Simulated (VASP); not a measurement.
Runs of VASP 6.6.1 on TiPt3. The structure is that of space group Pm-3m (No. 221), or close to it. The cells are those of the table. 

```csv
cell,gap on the mesh (eV),pressure (GPa)
"a = 3.973 Å, 4 atoms",none,(a)
"a = 3.897 Å, 4 atoms",none,(b)
"a = 3.871 Å, 4 atoms",none,11.8
"a = 3.817 Å, 4 atoms",none,26.4
"a = 3.923 Å, 4 atoms",none,0.3
```

Alike in all rows: task single point; level r2SCAN; potentials or basis VASP PAW PBE potentials, release 64 (Ti_sv, Pt); no spin polarisation; k mesh 6 × 6 × 6; cutoff (eV) 520; smearing methfessel-paxton 0.1 eV.

Question: Estimate the missing entries.

Answer: (a) -8.8; (b) 5.7.

Caveats: the PAW data sets were made with another functional, which shifts forces and pressure a little; spin-orbit coupling is left out, which moves the levels of the heavy elements.

A k mesh can miss the band edges, and the runs leave out spin-orbit coupling on Pt.

A gap of «none» marks levels without a gap at the run's occupations.
